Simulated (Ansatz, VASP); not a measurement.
Two plane-wave programs on Ba2SnF6

```
Ba Sn F
1.0
     0.00000    4.25434    4.25434
     4.25434    0.00000    4.25434
     4.25434    4.25434    0.00000
Ba Sn F
2 1 6
Direct
  0.25000 0.25000 0.25000
  0.75000 0.75000 0.75000
  0.00000 0.00000 0.00000
  0.76500 0.23500 0.23500
  0.23500 0.76500 0.23500
  0.23500 0.76500 0.76500
  0.76500 0.23500 0.76500
  0.23500 0.23500 0.76500
  0.76500 0.76500 0.23500
```

Change from the starting cell: species swapped into the Rb2TiCl6 type (Fm-3m, No. 225).

Alike in both runs: task single point; functional PBE; k mesh 4 × 4 × 4; occupations gaussian, width 0.1 eV; no spin polarisation.

|  | VASP | Ansatz |
| --- | --- | --- |
| version | VASP 6.6.1 | Ansatz 0.2.0 |
| potentials or method | VASP PAW PBE potentials, release 64 (Ba_sv, Sn_d, F), cutoff 520 eV | scalar-relativistic, plane waves, PAW |
| valence electrons in the cell | 76 | 76 |

VASP gave:

```
gap on the k mesh at the Fermi level (eV) : none
pressure (GPa)                            : 18.4
rms of the force components (eV/Å)        : 1.854
```

Q: What did Ansatz give for the same quantities?

A: gap on the k mesh at the Fermi level (eV): none; pressure (GPa): 17.8; rms of the force components (eV/Å): 1.809.

Atom by atom the forces differ by 0.045 eV/Å (rms over components). A gap of «none» marks a metal or a gap that the smearing closes.

Neither program's run includes spin-orbit coupling.
